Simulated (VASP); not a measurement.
Set up this calculation in VASP 6.6.1, as the native input.

- Task: single point
- Functional: PBE
- Potentials or basis: VASP PAW PBE potentials, release 64 (Ba_sv, O, Zn)
- Cutoff: 520 eV
- k mesh: 1 × 1 × 1
- Occupations: fermi-dirac, width 0.1172 eV
- Spin: no spin polarisation
- Dipole correction: no
- Further INCAR settings: LREAL = Auto; ALGO = Normal; EDIFF = 1e-06; NBANDS = 108; ISYM = 0

The structure of Ba8Zn3O11 lies in POSCAR:

```
Ba8Zn3O11
1.0
    7.5350960000     -0.0410920000      0.1399040000
   -0.0410920000      7.6639600000     -0.3067190000
    0.1399040000     -0.3067190000      7.2967150000
Ba O Zn
8 11 3
Direct
    0.3319259931      0.1448146620      0.7203475309
    0.6725147050      0.5921900533      0.6275904217
    0.8133491190      0.1040148031      0.5020691532
    0.3914026157      0.6428085877      0.0127373504
    0.9686552129      0.8091638660      0.1416981742
    0.6691362023      0.0217000853      0.9476082041
    0.9881699258      0.3548464081      1.0329089474
    0.3258126871      0.0660781321      0.2610104575
    0.5626040608      0.8963570712      0.6519720430
    0.8657014236      0.7737495599      0.7947348361
    0.1182975943      0.9247325930      0.5222680000
    0.2181443417      0.4479739715      0.1945090171
    0.8055490140      0.5414241410      0.3078757416
    0.1855414979      0.5128000147      0.7044543346
    0.2748528059      0.9222854825      0.9510326872
    0.5035367395      0.3191467473      0.4314651959
    0.6258016115      0.3886532899      0.9290322014
    0.9697466654      0.1343497012      0.2005480779
    0.6021513633      0.8677844734      0.1800210919
    0.1382900230      0.7734358807      0.7325696772
    0.6028249829      0.4172508720      0.2152873099
    0.2565775394      0.4742704329      0.4524054357
```

These files were run (other wordings do the same):

INCAR

```
SYSTEM = Ba8Zn3O11
ALGO     = Normal         ! electronic algorithm
EDIFF    = 1E-6           ! SCF threshold, eV
ENCUT    = 520            ! plane-wave cutoff, eV
GGA      = PE             ! functional
ISIF     = 2              ! what is computed and relaxed
ISMEAR   = -1             ! smearing method
ISYM     = 0            
LASPH    = .True.         ! aspherical terms in the spheres
LCHARG   = .False.        ! write CHGCAR
LREAL    = Auto         
LWAVE    = .False.        ! write WAVECAR
NBANDS   = 108            ! bands
NELM     = 100            ! most SCF steps
PREC     = Accurate       ! precision mode
SIGMA    = 0.1172         ! smearing width, eV
```

KPOINTS

```
k-points
0
Gamma
  1 1 1
  0 0 0
```

Potentials or basis: VASP PAW PBE potentials, release 64 (Ba_sv, O, Zn).

Run with:

```sh
$ cat potpaw_PBE.64/Ba_sv/POTCAR potpaw_PBE.64/O/POTCAR potpaw_PBE.64/Zn/POTCAR > POTCAR
$ mpirun -np 1 vasp_gam > vasp.out
```

Results of the run:

```yaml
Pressure: 7.8 GPa
Largest_force: 4.382 eV/Å
Band_gap_on_the_k_mesh: 1.56 eV
```

Caveat: the k points lie up to 0.86 Å⁻¹ apart; spin-orbit coupling is left out, which moves the levels of the heavy elements.

Wall time 59 s on 1 thread of AMD EPYC 9R45 96-Core Processor (Zen 5), with other jobs on the host, peak memory 0.39 GiB.
